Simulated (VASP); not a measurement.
# SnO2 (Pm) in VASP: a series of runs

The runs below take SnO2 through single point, with PBE.

All numbers are computed with VASP 6.6.1; they aren't measurements. Logs are shortened: lines on timing, memory, paths and dates and some standing lists are left out, and cuts for length are marked.

### 1 The cell of the first run

Symmetry: Pm, No. 6, monoclinic system. The conventional cell has a = 4.828 Å, b = 3.238 Å, c = 10.155 Å, α = 90.00°, β = 90.00°, γ = 90.00°. Sn (site symmetry m) has 6 O at 2.09 Å within 2.8 Å. Within 2.8 Å of Sn (site symmetry m) lie 6 O at 2.09 Å. Within 2.8 Å of Sn (site symmetry m) lie 6 O at 2.09 to 2.47 Å. Sn (site symmetry m) has 6 O at 2.09 Å within 2.8 Å. Within 2.8 Å of O (site symmetry m) lie 3 Sn at 2.09 Å. Within 2.8 Å of O (site symmetry m) lie 3 Sn at 2.09 Å and 1 O at 2.64 Å. Within 2.8 Å of O (site symmetry m) lie 3 Sn at 2.09 Å and 1 O at 2.64 Å. O (site symmetry m) has 3 Sn at 2.09 Å and 1 O at 2.64 Å within 2.8 Å.

### 2 Single point, PBE

Input file INCAR:

```
SYSTEM = SnO2
PREC = Accurate
ENCUT = 520
EDIFF = 1E-6
ISMEAR = 0
SIGMA = 0.05
LREAL = .False.
LASPH = .True.
NELM = 80
ALGO = Normal
ISIF = 2
LWAVE = .False.
LCHARG = .False.
GGA = PE
NBANDS = 64
```

Input file KPOINTS:

```
regular mesh
0
Gamma
  6 8 3
  0 0 0
```

Input file POSCAR:

```
SnO2
1.0
    0.0000000000     -4.8277049970      0.0000000000
    0.0000000000      0.0000000000     -3.2379909379
   10.1554099939      0.0000000000      0.0000000000
Sn O
4 8
Direct
    1.0000000000      0.0000000000      0.6671043736
    1.0000000000      0.0000000000      0.1917217942
    0.5000000000      0.5000000000      0.9047956632
    0.5000000000      0.5000000000      0.4294130839
    0.6933949136      0.0000000000      0.8128590904
    0.6933949136      0.0000000000      0.3374765110
    0.1933949136      0.5000000000      0.7590409464
    0.1933949136      0.5000000000      0.2836583671
    0.3066050864      0.0000000000      0.0459670774
    0.3066050864      0.0000000000      0.5213496568
    0.8066050864      0.5000000000      0.0997852214
    0.8066050864      0.5000000000      0.5751678007
```

Potentials or basis: VASP PAW PBE potentials, release 64 (Sn_d, O).

Started as:

```bash
cat potpaw_PBE.64/Sn_d/POTCAR potpaw_PBE.64/O/POTCAR > POTCAR
mpirun -np 1 vasp_std > vasp.out
```

OUTCAR:

```text
SYSTEM = SnO2
   PREC = Accurate
   ENCUT = 520
   EDIFF = 1E-6
   ISMEAR = 0
   LREAL = .False.
   LASPH = .True.
   NELM = 80
   ISIF = 2
   GGA = PE

 ion  position               nearest neighbor table
   1  0.000  0.000  0.667-   7 2.09   7 2.09  12 2.09  12 2.09  10 2.09   5 2.09
   2  0.000  0.000  0.192-  11 2.09  11 2.09   8 2.09   8 2.09   9 2.09   6 2.09
   3  0.500  0.500  0.905-   5 2.09   5 2.09   7 2.09   9 2.36   9 2.36  11 2.47
   4  0.500  0.500  0.429-  10 2.09  10 2.09   6 2.09   6 2.09   8 2.09  12 2.09
   5  0.693  0.000  0.813-   3 2.09   3 2.09   1 2.09
   6  0.693  0.000  0.337-   4 2.09   4 2.09   2 2.09
   7  0.193  0.500  0.759-   1 2.09   1 2.09   3 2.09
   8  0.193  0.500  0.284-   2 2.09   2 2.09   4 2.09
   9  0.307  0.000  0.046-   2 2.09   3 2.36   3 2.36
  10  0.307  0.000  0.521-   4 2.09   4 2.09   1 2.09
  11  0.807  0.500  0.100-   2 2.09   2 2.09   3 2.47
  12  0.807  0.500  0.575-   1 2.09   1 2.09   4 2.09

  LATTYP: Found a simple orthorhombic cell.
 ALAT       =     3.2379909379
 B/A-ratio  =     1.4909569204
 C/A-ratio  =     3.1363305793

  Lattice vectors:

 A1 = (   0.0000000000,   0.0000000000,   3.2379909379)
 A2 = (   0.0000000000,  -4.8277049970,   0.0000000000)
 A3 = (  10.1554099939,   0.0000000000,   0.0000000000)

Analysis of symmetry for initial positions (statically):
=====================================================================
 Subroutine PRICEL returns:
 Original cell was already a primitive cell.

 Routine SETGRP: Setting up the symmetry group for a
 simple orthorhombic supercell.

 Subroutine GETGRP returns: Found  2 space group operations
 (whereof  2 operations were pure point group operations)
 out of a pool of  8 trial point group operations.

The static configuration has the point symmetry C_1h.

Analysis of symmetry for dynamics (positions and initial velocities):
=====================================================================
 Subroutine PRICEL returns:
 Original cell was already a primitive cell.

 Routine SETGRP: Setting up the symmetry group for a
 simple orthorhombic supercell.

 Subroutine GETGRP returns: Found  2 space group operations
 (whereof  2 operations were pure point group operations)
 out of a pool of  8 trial point group operations.

The dynamic configuration has the point symmetry C_1h.

[... 126 lines left out ...]
   POTIM  = 0.5000    time-step for ionic-motion
   TEBEG  =    0.0;   TEEND  =   0.0 temperature during run
   PSTRESS=    0.0 pullay stress
   NELECT =     104.0000    total number of electrons
   NUPDOWN=      -1.0000    fix difference up-down
   EMIN   =  10.00;   EMAX   =-10.00  energy-range for DOS
   EFERMI =   0.00;   METHOD = LEGACY
   ISMEAR =     0;   SIGMA  =   0.05  broadening in eV -4-tet -1-fermi 0-gaus
   EFERMI_NEDOS =   21; number of points for ismear=-14 and -15
   IALGO  =     38    algorithm
   IMIX   =      4    mixing-type and parameters
     AMIX     =   0.40;   BMIX     =  1.00
     AMIX_MAG =   1.60;   BMIX_MAG =  1.00
  volume/ion in A,a.u.               =      13.23        89.27
  Fermi-wavevector in a.u.,A,eV,Ry     =   1.421831  2.686871 27.505587  2.021604
  Thomas-Fermi vector in A             =   2.542599
   LORBIT       =      0    0 simple, 1 ext, 2 COOP (PROOUT), +10 PAW based schemes
   GGA     = PE    functional components
   LHFCALC =     F    Hartree Fock is set to
   AEXX    =    0.0000 exact exchange contribution
   IVDW    =     0    specifies the selected vdW correction
   LEPSILON=     F    determine dielectric tensor
   LRPA    =     F    only Hartree local field effects (RPA)
 non-spin polarized calculation
 Gauss-broadening in eV      SIGMA  =   0.05
  energy-cutoff  :      520.00
  volume of cell :      158.75
 maximum number of plane-waves:      4332
 NGX is ok and might be reduce to    36
   NGX = 17   NGY = 13   NGZ = 37

 number of electron     103.9999997 magnetization

 Free energy of the ion-electron system (eV)
  ---------------------------------------------------
  ext. energy  EPLUGINS =         0.00000000
  ---------------------------------------------------
  free energy    TOTEN  =       -73.20262552 eV

  energy without entropy =      -73.20206685  energy(sigma->0) =      -73.20234619

 E-fermi :   5.6082     XC(G=0): -10.7026

 val. band max:        5.5664133523   @ k =   0.0000   0.0000   0.3333
 cond. band min:       5.6178565287   @ k =   0.0000   0.0000   0.0000
 fundamental gap:      0.0514431764
 Fermi energy:         5.6081841446

 k-point     1 :       0.0000    0.0000    0.0000
  band No.  band energies     occupation
      1     -16.4806      2.00000
      2     -16.0875      2.00000
      3     -15.8179      2.00000
      4     -15.7994      2.00000
      5     -15.7763      2.00000
      6     -15.7346      2.00000
[... 1597 lines left out ...]
     63      15.1486      0.00000
     64      15.3962      0.00000

 [... further k-points ...]

------------------------ aborting loop because EDIFF is reached ----------------------------------------

  FORCE on cell =-STRESS in cart. coord.  units (eV):
  Direction    XX          YY          ZZ          XY          YZ          ZX
  --------------------------------------------------------------------------------------
  -------------------------------------------------------------------------------------
  Total       -7.9406020     -1.4575920     -1.4311039     -0.7248057      0.0000000      0.0000000
  in kB      -80.1401587    -14.7106800    -14.4433503     -7.3150680      0.0000000      0.0000000
  external PRESSURE =     -36.4313963 kB  Pullay stress =       0.0000000 kB

 VOLUME and BASIS-vectors are now :
 -----------------------------------------------------------------------------
  energy-cutoff  :      520.00
  volume of cell :      158.75
      direct lattice vectors                 reciprocal lattice vectors
     0.000000000 -4.827704997  0.000000000     0.000000000 -0.207137760  0.000000000
     0.000000000  0.000000000 -3.237990938     0.000000000  0.000000000 -0.308833477
    10.155409994  0.000000000  0.000000000     0.098469683  0.000000000  0.000000000

 POSITION                                       TOTAL-FORCE (eV/Angst)
 -----------------------------------------------------------------------------------
      6.77472      0.00000      0.00000        -0.989345     -0.146330      0.000000
      1.94701      0.00000      0.00000        -1.018791      0.280166      0.000000
      9.18857     -2.41385     -1.61900         3.994368      0.727022      0.000000
      4.36087     -2.41385     -1.61900        -1.014656      0.079979      0.000000
      8.25492     -3.34751      0.00000         0.727132      0.431281      0.000000
      3.42721     -3.34751      0.00000         0.497881      0.147095      0.000000
      7.70837     -0.93365     -1.61900         0.565317     -0.186518      0.000000
      2.88067     -0.93365     -1.61900         0.495836     -0.185579      0.000000
      0.46681     -1.48020      0.00000        -3.184859     -1.617752      0.000000
      5.29452     -1.48020      0.00000         0.506127      0.198874      0.000000
      1.01336     -3.89405     -1.61900        -1.063161      0.423632      0.000000
      5.84106     -3.89405     -1.61900         0.484151     -0.151871      0.000000
 -----------------------------------------------------------------------------------
    total drift:                                0.000212      0.000217     -0.000000

  FREE ENERGIE OF THE ION-ELECTRON SYSTEM (eV)
  ---------------------------------------------------
  free  energy   TOTEN  =       -73.2026255213 eV

  energy  without entropy=      -73.2020668536  energy(sigma->0) =      -73.20234619
```

Wall time 6.2 min (1 thread of AMD EPYC 7R13 (Zen 3), shared host); peak memory 0.44 GiB.

Results:

- Free energy: -73.2026 eV
- Pressure: -3.6 GPa
- Largest force: 4.060 eV/Å
- Band gap on the k mesh: 0.05 eV, indirect (least direct gap 0.22 eV)

Forces on the atoms (eV/Å):
```
Sn  -0.989 -0.146  0.000
Sn  -1.019  0.280  0.000
Sn   3.994  0.727  0.000
Sn  -1.015  0.080  0.000
O    0.727  0.431  0.000
O    0.498  0.147  0.000
O    0.565 -0.187  0.000
O    0.496 -0.186  0.000
O   -3.185 -1.618  0.000
O    0.506  0.199  0.000
O   -1.063  0.424  0.000
O    0.484 -0.152  0.000
```

Stress tensor (GPa, compression positive):
```
-8.01 -0.73  0.00
-0.73 -1.47  0.00
 0.00  0.00 -1.44
```

Caveat: spin-orbit coupling is left out, which moves the levels of the heavy elements; forces of over 1 eV/Å act on the atoms, so gaps and moduli don't describe the material at rest.

### 3 Single point, PBE

This run uses another cell than the first one, of 16.49 Å³/atom, 1.246 times its volume.

Input file INCAR:

```
SYSTEM = SnO2
ALGO = Normal ; EDIFF = 1E-7
ENCUT = 520 ; GGA = PE
ISIF = 2 ; ISMEAR = 0
LASPH = .True. ; LCHARG = .False.
LREAL = .False. ; LWAVE = .False.
NBANDS = 64 ; NELM = 80
PREC = Accurate ; SIGMA = 0.05
```

Input file KPOINTS:

```
k-points
0
Gamma
  6 8 3
  0 0 0
```

Input file POSCAR:

```
SnO2
1.0
    0.0000000000     -4.8277049970      0.0000000000
    0.0000000000      0.0000000000     -3.2379909379
   12.6554099939      0.0000000000      0.0000000000
Sn O
4 8
Direct
    1.0000000000      0.0000000000      0.5353219236
    1.0000000000      0.0000000000      0.1538483088
    0.5000000000      0.5000000000      0.7260587310
    0.5000000000      0.5000000000      0.3445851162
    0.6933949136      0.0000000000      0.6522836742
    0.6933949136      0.0000000000      0.2708100595
    0.1933949136      0.5000000000      0.6090969804
    0.1933949136      0.5000000000      0.2276233656
    0.3066050864      0.0000000000      0.0368865582
    0.3066050864      0.0000000000      0.4183601730
    0.8066050864      0.5000000000      0.0800732521
    0.8066050864      0.5000000000      0.4615468669
```

Potentials or basis: VASP PAW PBE potentials, release 64 (Sn_d, O).

Started as:

```bash
cat potpaw_PBE.64/Sn_d/POTCAR potpaw_PBE.64/O/POTCAR > POTCAR
mpirun -np 1 vasp_std > vasp.out
```

Run time: 9.1 min. Hardware: 1 thread of Intel Xeon Platinum 8488C (Sapphire Rapids), shared host; peak memory 0.55 GiB.

Results (log left out):

| Quantity | Value |
| --- | --- |
| Free energy | -68.4640 eV |
| Pressure | 1.0 GPa |
| Largest force | 1.072 eV/Å |
| Band gap on the k mesh | zero (band 52 reaches 2.88 eV, above the bottom of band 53 at 2.63 eV) |

Forces in eV/Å, atoms in the order of the input:
```
Sn  -1.072  0.014  0.000
Sn  -0.833  0.043  0.000
Sn   0.481  0.145  0.000
Sn  -0.791  0.136  0.000
O    0.137 -0.369  0.000
O    0.381  0.113  0.000
O    0.339  0.092  0.000
O    0.804 -0.396  0.000
O    0.093  0.239  0.000
O    0.491  0.186  0.000
O   -0.349 -0.147  0.000
O    0.319 -0.057  0.000
```

Stress tensor (GPa, compression positive):
```
 0.99 -0.37  0.00
-0.37  0.43  0.00
 0.00  0.00  1.57
```

Levels at points of the mesh, in eV from the Fermi level:
```tsv
k point	band 48	band 49	band 50	band 51	band 52	band 53	band 54	band 55	band 56	band 57
(0.00, 0.00, 0.00)	-0.76	-0.69	-0.67	-0.10	0.13	0.32	1.92	3.34	4.05	4.97
(0.50, 0.00, 0.00)	-0.77	-0.68	-0.64	-0.45	-0.10	0.04	2.79	3.99	4.00	4.72
(0.00, 0.50, 0.00)	-0.71	-0.71	-0.63	-0.27	-0.18	0.05	3.01	5.18	5.59	6.13
(0.50, 0.50, 0.00)	-0.69	-0.43	-0.41	-0.09	0.06	0.10	2.55	4.74	5.06	5.28
```

Caveat: spin-orbit coupling is left out, which moves the levels of the heavy elements; forces of over 1 eV/Å act on the atoms, so gaps and moduli don't describe the material at rest.
